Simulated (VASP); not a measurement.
B2AsN: single point with PBE

Crystal: B2AsN.

```
CELL_PARAMETERS angstrom
3.02547 0.00000 0.00000
0.00000 3.02547 0.00000
0.00000 0.00000 4.34114
ATOMIC_POSITIONS crystal
N 0.00000 0.00000 0.00000
B 0.00000 0.50000 0.80318
B 0.50000 0.00000 0.19682
As 0.50000 0.50000 0.50000
```

This cell differs from its parent crystal: volume changed by +3%.

* Program: VASP 6.6.1
* Task: single point
* Functional: PBE
* Potentials or basis: VASP PAW PBE potentials, release 64 (N, B, As)
* Cutoff: 520 eV
* k mesh: 8 × 8 × 6
* Occupations: fermi-dirac, width 0.02 eV
* Spin: no spin polarisation
* Dipole correction: no
* Further INCAR settings: ALGO = Normal; EDIFF = 1e-07; NBANDS = 16

The pressure is -4.9 GPa and the largest force is 0.067 eV/Å. The band gap on the k mesh is zero (filled and empty bands touch).

Forces on the atoms (eV/Å):
```
N    0.000  0.000  0.000
B    0.000  0.000 -0.067
B    0.000  0.000  0.067
As   0.000  0.000  0.000
```

Stress tensor (GPa, compression positive):
```
-4.84  0.00  0.00
 0.00 -4.84  0.00
 0.00  0.00 -5.11
```

Levels at points of the mesh, in eV from the Fermi level:
| k point | band 4 | band 5 | band 6 | band 7 | band 8 | band 9 | band 10 | band 11 | band 12 | band 13 |
| --- | --- | --- | --- | --- | --- | --- | --- | --- | --- | --- |
| (0.00, 0.00, 0.00) | -6.16 | -6.16 | -1.34 | -0.08 | 0.00 | 0.00 | 2.67 | 4.00 | 4.00 | 4.04 |
| (0.50, 0.00, 0.00) | -7.87 | -6.22 | -5.94 | -5.17 | -0.76 | 3.06 | 4.31 | 4.80 | 6.93 | 7.17 |
| (0.50, 0.50, 0.00) | -9.64 | -5.97 | -5.34 | -5.34 | -4.19 | 0.95 | 1.37 | 2.50 | 2.50 | 9.49 |
| (0.00, 0.00, 0.50) | -5.81 | -5.81 | -4.57 | -1.47 | -1.47 | 0.96 | 2.58 | 5.52 | 6.36 | 6.36 |
| (0.50, 0.00, 0.50) | -9.85 | -5.12 | -3.15 | -2.82 | -0.45 | 1.38 | 4.55 | 5.18 | 5.72 | 5.76 |
| (0.50, 0.50, 0.50) | -9.07 | -6.71 | -6.71 | -6.62 | -6.39 | 4.48 | 5.29 | 5.29 | 6.67 | 6.92 |

It took 19 s on 1 thread of Intel(R) Xeon(R) Platinum 8488C (Sapphire Rapids), with other jobs on the host, peak memory 0.17 GiB.
